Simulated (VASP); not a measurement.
Write the native input for VASP 6.6.1 that does the following.

```
Task                   : single point
Functional             : LDA
Potentials or basis    : VASP PAW LDA potentials, release 64 (Re)
Cutoff                 : 520 eV
k mesh                 : 12 × 12 × 12
Occupations            : fermi-dirac, width 0.05 eV
Spin                   : collinear spin, zero start
Starting moments       : [0.0, 0.0] μB
Dipole correction      : no
Further INCAR settings : ALGO = Normal; EDIFF = 1e-07; NBANDS = 18
```

The structure of Re lies in POSCAR:

```
Re
1.0
    0.0000000000      2.6494807338      2.6494807338
    2.6494807338      0.0000000000      2.6494807338
    2.6494807338      2.6494807338      0.0000000000
Re
2
Direct
   -0.1250000000     -0.1250000000     -0.1250000000
    0.1250000000      0.1250000000      0.1250000000
```

The input as run:

INCAR

```
SYSTEM = Re
PREC = Accurate ; ENCUT = 520
EDIFF = 1E-7 ; ISMEAR = -1
SIGMA = 0.05 ; LREAL = .False.
LASPH = .True. ; NELM = 150
ALGO = Normal ; ISIF = 2
LWAVE = .False. ; LCHARG = .False.
ISPIN = 2 ; MAGMOM = 0 0
LORBIT = 11 ; LMAXMIX = 4
NBANDS = 18
```

KPOINTS

```
regular mesh
0
Gamma
  12 12 12
  0 0 0
```

Potentials or basis: VASP PAW LDA potentials, release 64 (Re).

Run with:

```sh
$ cat potpaw_LDA.64/Re/POTCAR > POTCAR
$ mpirun -np 1 vasp_std > vasp.out
```

It gave:

The pressure is 35.4 GPa, the band gap on the k mesh is zero (filled and empty bands overlap) and the net moment is 0.00 μB per cell. The valence electrons inside the program's atomic spheres are Re 6.71.

Caveat: spin-orbit coupling is left out, which moves the levels of the heavy elements.

Run time: 38 s on 1 thread of Intel(R) Xeon(R) 6975P-C (Granite Rapids) (shared host), peak memory 0.19 GiB.
